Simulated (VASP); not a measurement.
# TiO2 (R-3m) in VASP: single point with PBEsol

Aim: the single point of TiO2 with PBEsol.

Program: VASP 6.6.1. These are calculated values, not measurements. Logs are shortened: lines on timing, memory, paths and dates and some standing lists are left out, and cuts for length are marked.

### 1 The cell of the first run

The structure is trigonal, space group R-3m (No. 166). The conventional cell has a = 2.995 Å, b = 2.995 Å, c = 20.945 Å, α = 90.00°, β = 90.00°, γ = 120.00°. Ti (site symmetry -3m) has 6 O at 1.98 Å within 2.6 Å. O (site symmetry 3m) has 3 Ti at 1.98 Å and 3 O at 2.60 Å within 2.6 Å.

### 2 Single point, PBEsol

Input file POSCAR:

```
TiO2
1.0
    1.4973310000      0.8644850000      6.9815440000
   -1.4973310000      0.8644850000      6.9815440000
    0.0000000000     -1.7289690000      6.9815440000
Ti O
1 2
Direct
    0.0000000000      0.0000000000      0.0000000000
    0.6204670000      0.6204670000      0.6204670000
    0.3795330000      0.3795330000      0.3795330000
```

Input file INCAR.step1:

```
  PREC = Accurate
  ENCUT = 520
  EDIFF = 1E-6
  ISMEAR = 0
  SIGMA = 0.01
  LREAL = F
  LASPH = T
  NELM = 100
  ALGO = Normal
  ISIF = 2
  LWAVE = F
  LCHARG = T
  LMAXMIX = 4
  GGA = PS
  NBANDS = 19
```

Input file KPOINTS.step1:

```
Automatic mesh
0
Gamma
  7 7 7
```

Input file INCAR.step2:

```
  PREC = Accurate
  ENCUT = 520
  EDIFF = 1E-6
  ISMEAR = -5
  SIGMA = 0.01
  LREAL = F
  LASPH = T
  NELM = 100
  ALGO = Normal
  ISIF = 2
  LWAVE = F
  LCHARG = F
  LMAXMIX = 4
  GGA = PS
  LORBIT = 10
  NBANDS = 19
  NEDOS = 2001
  ICHARG = 11
```

Input file KPOINTS.step2:

```
Automatic mesh
0
Gamma
  11 11 11
```

Potentials or basis: VASP PAW PBE potentials, release 64 (Ti_sv, O).

Run with:

```bash
> cat potpaw_PBE.64/Ti_sv/POTCAR potpaw_PBE.64/O/POTCAR > POTCAR
> cp INCAR.step1 INCAR
> cp KPOINTS.step1 KPOINTS
> mpirun -np 1 vasp_std > vasp.out
> cp INCAR.step2 INCAR
> cp KPOINTS.step2 KPOINTS
> mpirun -np 1 vasp_std > vasp.out
```

OUTCAR:

```text
PREC = Accurate
   ENCUT = 520
   EDIFF = 1E-6
   ISMEAR = -5
   LREAL = F
   LASPH = T
   NELM = 100
   ISIF = 2
   GGA = PS
   LORBIT = 10
   ICHARG = 11

 ion  position               nearest neighbor table
   1  0.000  0.000  0.000-   2 1.98   2 1.98   3 1.98   3 1.98   2 1.98   3 1.98
   2  0.620  0.620  0.620-   1 1.98   1 1.98   1 1.98
   3  0.380  0.380  0.380-   1 1.98   1 1.98   1 1.98

  LATTYP: Found a trigonal (rhomboedric) cell.
 ALAT       =     7.1924468064
 COS(alpha) =     0.9133212835

  Lattice vectors:

 A1 = (   1.4973310000,   0.8644850000,   6.9815440000)
 A2 = (  -1.4973310000,   0.8644850000,   6.9815440000)
 A3 = (   0.0000000000,  -1.7289690000,   6.9815440000)

Analysis of symmetry for initial positions (statically):
=====================================================================
 Subroutine PRICEL returns:
 Original cell was already a primitive cell.

 Routine SETGRP: Setting up the symmetry group for a
 trigonal (rhombohedral) supercell.

 Subroutine GETGRP returns: Found 12 space group operations
 (whereof 12 operations were pure point group operations)
 out of a pool of 12 trial point group operations.

The static configuration has the point symmetry D_3d.

Analysis of symmetry for dynamics (positions and initial velocities):
=====================================================================
 Subroutine PRICEL returns:
 Original cell was already a primitive cell.

 Routine SETGRP: Setting up the symmetry group for a
 trigonal (rhombohedral) supercell.

 Subroutine GETGRP returns: Found 12 space group operations
 (whereof 12 operations were pure point group operations)
 out of a pool of 12 trial point group operations.

The dynamic configuration has the point symmetry D_3d.

 Subroutine INISYM returns: Found 12 space group operations
 (whereof 12 operations are pure point group operations),
 and found     1 'primitive' translations

----------------------------------------------------------------------------------------

                                     Primitive cell

  volume of cell :      54.2223

  direct lattice vectors                    reciprocal lattice vectors
     1.497331000  0.864485000  6.981544000     0.333927502  0.192793086  0.047744921
    -1.497331000  0.864485000  6.981544000    -0.333927502  0.192793086  0.047744921
     0.000000000 -1.728969000  6.981544000     0.000000000 -0.385586172  0.047744949

  length of vectors
     7.192446806  7.192446806  7.192446762     0.388530987  0.388530987  0.388530920

  position of ions in fractional coordinates (direct lattice)
     0.000000000  0.000000000  0.000000000
     0.620467000  0.620467000  0.620467000
     0.379533000  0.379533000  0.379533000

  ion indices of the primitive-cell ions
   primitive index   ion index
                 1           1
                 2           2
                 3           3

----------------------------------------------------------------------------------------

 KPOINTS: Automatic mesh

Automatic generation of k-mesh.
 Grid dimensions read from file:
 generate k-points for:   11   11   11

 Generating k-lattice:

  Cartesian coordinates                     Fractional coordinates (reciprocal lattice)
     0.030357046  0.017526644  0.004340447     0.090909091 -0.000000000  0.000000000
    -0.030357046  0.017526644  0.004340447    -0.000000000  0.090909091  0.000000000
     0.000000000 -0.035053288  0.004340450    -0.000000000 -0.000000000  0.090909091

  Length of vectors
     0.035320999  0.035320999  0.035320993

  Shift w.r.t. Gamma in fractional coordinates (k-lattice)
     0.000000000  0.000000000  0.000000000

 TETIRR: Found    671 inequivalent tetrahedra from     7986

 Subroutine IBZKPT returns following result:
 ===========================================

 Found    146 irreducible k-points:

 Following reciprocal coordinates:
            Coordinates               Weight
  0.000000  0.000000  0.000000      1.000000
  0.090909 -0.000000 -0.000000      6.000000
  0.181818 -0.000000 -0.000000      6.000000
  0.272727 -0.000000 -0.000000      6.000000
  0.363636 -0.000000 -0.000000      6.000000
  0.454545 -0.000000 -0.000000      6.000000
[... 16 lines left out ...]
 -0.272727  0.181818 -0.000000     12.000000
 -0.181818  0.181818  0.000000      6.000000
 [... further k-points ...]
   k-points           NKPTS =    146   k-points in BZ     NKDIM =    146   number of bands    NBANDS=     19
   number of dos      NEDOS =   2001   number of ions     NIONS =      3
   total plane-waves  NPLWV = 157464
   dimension x,y,z NGX =    54 NGY =   54 NGZ =   54
   dimension x,y,z NGXF=   108 NGYF=  108 NGZF=  108
   ions per type =               1   2
   NGX,Y,Z   is equivalent  to a cutoff of  12.48, 12.48, 12.48 a.u.
   NGXF,Y,Z  is equivalent  to a cutoff of  24.96, 24.96, 24.96 a.u.
 SYSTEM =  unknown system
   PREC   = accura    normal or accurate (medium, high low for compatibility)
   ISTART =      0    job   : 0-new  1-cont  2-samecut
   ICHARG =     11    charge: 1-file 2-atom 10-const
   ISPIN  =      1    spin polarized calculation?
   LNONCOLLINEAR =      F non collinear calculations
   LSORBIT =      F    spin-orbit coupling
   LASPH  =      T    aspherical Exc in radial PAW
   ENCUT  =  520.0 eV  38.22 Ry    6.18 a.u.  13.37 13.37 13.37*2*pi/ulx,y,z
   NELM   =    100;   NELMIN=  2; NELMDL=  0     # of ELM steps
   EDIFF  = 0.1E-05   stopping-criterion for ELM
   LREAL  =      F    real-space projection
   EDIFFG = 0.1E-04   stopping-criterion for IOM
   NSW    =      0    number of steps for IOM
   IBRION =     -1    ionic relax: 0-MD 1-quasi-New 2-CG
   NFREE  =      0    steps in history (QN), initial steepest desc. (CG)
   ISIF   =      2    stress and relaxation
   ISYM   =      2    0-nonsym 1-usesym 2-fastsym
   POTIM  = 0.5000    time-step for ionic-motion
   TEBEG  =    0.0;   TEEND  =   0.0 temperature during run
   PSTRESS=    0.0 pullay stress
   NELECT =      24.0000    total number of electrons
   NUPDOWN=      -1.0000    fix difference up-down
   EMIN   =  10.00;   EMAX   =-10.00  energy-range for DOS
   EFERMI =   0.00;   METHOD = LEGACY
   ISMEAR =    -5;   SIGMA  =   0.01  broadening in eV -4-tet -1-fermi 0-gaus
   EFERMI_NEDOS =   21; number of points for ismear=-14 and -15
   IALGO  =     38    algorithm
   IMIX   =      4    mixing-type and parameters
     AMIX     =   0.40;   BMIX     =  1.00
     AMIX_MAG =   1.60;   BMIX_MAG =  1.00
  volume/ion in A,a.u.               =      18.07       121.97
  Fermi-wavevector in a.u.,A,eV,Ry     =   1.247630  2.357680 21.178580  1.556582
  Thomas-Fermi vector in A             =   2.381754
   LORBIT       =     10    0 simple, 1 ext, 2 COOP (PROOUT), +10 PAW based schemes
   GGA     = PS    functional components
   LHFCALC =     F    Hartree Fock is set to
   AEXX    =    0.0000 exact exchange contribution
   IVDW    =     0    specifies the selected vdW correction
   LEPSILON=     F    determine dielectric tensor
   LRPA    =     F    only Hartree local field effects (RPA)
 non-spin polarized calculation
 Fermi weights with tetrahedron method with Bloechl corrections
  energy-cutoff  :      520.00
  volume of cell :       54.22
 maximum number of plane-waves:      1507
 NGX is ok and might be reduce to    54

 number of electron      24.0000006 magnetization

 Free energy of the ion-electron system (eV)
  ---------------------------------------------------
  ext. energy  EPLUGINS =         0.00000000
  ---------------------------------------------------
  free energy    TOTEN  =       -27.63124099 eV

  energy without entropy =      -27.63124099  energy(sigma->0) =      -27.63124099

 E-fermi :  -1.1544     XC(G=0):  -7.7385

 val. band max:       -1.1828322754   @ k =  -0.1818   0.0909   0.0000
 cond. band min:       1.4603903750   @ k =   0.0000   0.0000   0.0000
 fundamental gap:      2.6432226504
 Fermi energy:        -1.1543927453

 k-point     1 :       0.0000    0.0000    0.0000
  band No.  band energies     occupation
      1     -57.3065      2.00000
      2     -33.6784      2.00000
      3     -33.3972      2.00000
      4     -33.3972      2.00000
      5     -18.5073      2.00000
      6     -16.7245      2.00000
[... 11 lines left out ...]
     18       5.9245      0.00000
     19       9.0721      0.00000

 k-point     2 :       0.0909   -0.0000   -0.0000
  band No.  band energies     occupation
      1     -57.3009      2.00000
      2     -33.6684      2.00000
      3     -33.4453      2.00000
      4     -33.4062      2.00000
      5     -18.3995      2.00000
      6     -16.7795      2.00000
[... 11 lines left out ...]
     18       6.1826      0.00000
     19       9.3817      0.00000

 k-point     3 :       0.1818   -0.0000   -0.0000
  band No.  band energies     occupation
      1     -57.2858      2.00000
      2     -33.6425      2.00000
      3     -33.5710      2.00000
      4     -33.4303      2.00000
      5     -18.1126      2.00000
      6     -16.9197      2.00000
[... 11 lines left out ...]
     18       6.8630      0.00000
     19      10.0435      0.00000

 k-point     4 :       0.2727   -0.0000   -0.0000
  band No.  band energies     occupation
      1     -57.2660      2.00000
      2     -33.7366      2.00000
      3     -33.6030      2.00000
      4     -33.4616      2.00000
      5     -17.7624      2.00000
      6     -17.0639      2.00000
[... 407 lines left out ...]
     18      10.9415      0.00000
     19      12.1813      0.00000

 k-point    23 :      -0.2727    0.1818   -0.0000
  band No.  band energies     occupation
      1     -57.2410      2.00000
      2     -33.8587      2.00000
      3     -33.5875      2.00000
      4     -33.5507      2.00000
      5     -17.3729      2.00000
      6     -17.1694      2.00000
[... 11 lines left out ...]
     18       9.6138      0.00000
     19      11.8217      0.00000

 k-point    24 :      -0.1818    0.1818    0.0000
  band No.  band energies     occupation
      1     -57.2564      2.00000
      2     -33.7715      2.00000
      3     -33.5924      2.00000
      4     -33.5138      2.00000
      5     -17.5586      2.00000
      6     -17.1622      2.00000
[... 11 lines left out ...]
     18       8.4531      0.00000
     19      11.1155      0.00000

 [... further k-points ...]

------------------------ aborting loop because EDIFF is reached ----------------------------------------

  FORCE on cell =-STRESS in cart. coord.  units (eV):
  Direction    XX          YY          ZZ          XY          YZ          ZX
  --------------------------------------------------------------------------------------
  -------------------------------------------------------------------------------------
  Total       -1.5780314     -1.5780322     -0.8050467      0.0000000     -0.0000000      0.0000000
  in kB      -46.6281707    -46.6281934    -23.7877754      0.0000000     -0.0000011      0.0000000
  external PRESSURE =     -39.0147131 kB  Pullay stress =       0.0000000 kB

 VOLUME and BASIS-vectors are now :
 -----------------------------------------------------------------------------
  energy-cutoff  :      520.00
  volume of cell :       54.22
      direct lattice vectors                 reciprocal lattice vectors
     1.497331000  0.864485000  6.981544000     0.333927502  0.192793086  0.047744921
    -1.497331000  0.864485000  6.981544000    -0.333927502  0.192793086  0.047744921
     0.000000000 -1.728969000  6.981544000     0.000000000 -0.385586172  0.047744949

 POSITION                                       TOTAL-FORCE (eV/Angst)
 -----------------------------------------------------------------------------------
      0.00000      0.00000      0.00000         0.000000      0.000000      0.000000
      0.00000      0.00000     12.99545         0.000000      0.000000      0.384711
      0.00000      0.00000      7.94918         0.000000     -0.000000     -0.384711
 -----------------------------------------------------------------------------------
    total drift:                               -0.000000      0.000000      0.000000

  FREE ENERGIE OF THE ION-ELECTRON SYSTEM (eV)
  ---------------------------------------------------
  free  energy   TOTEN  =       -27.6312409938 eV

  energy  without entropy=      -27.6312409938  energy(sigma->0) =      -27.63124099

 total charge

# of ion       s       p       d       tot
------------------------------------------
    1        2.214   6.291   1.757  10.262
    2        1.572   3.438   0.000   5.010
    3        1.572   3.438   0.000   5.010
--------------------------------------------------
tot          5.358  13.167   1.757  20.282
```

Run time: 17 min. Hardware: 1 thread of Intel Xeon 8259CL, shared host; peak memory 0.48 GiB.

Results:

| Quantity | Value |
| --- | --- |
| Valence electrons inside the program's atomic spheres | Ti 10.26; O 5.01 |

Levels at points of the mesh, in eV from the valence-band top:
| k point | band 9 | band 10 | band 11 | band 12 | band 13 | band 14 | band 15 | band 16 |
| --- | --- | --- | --- | --- | --- | --- | --- | --- |
| (0.00, 0.00, 0.00) | -3.62 | -0.62 | -0.18 | -0.18 | 2.64 | 2.64 | 4.35 | 6.85 |

Caveat: the PAW data sets were made with another functional, which shifts forces and pressure a little.
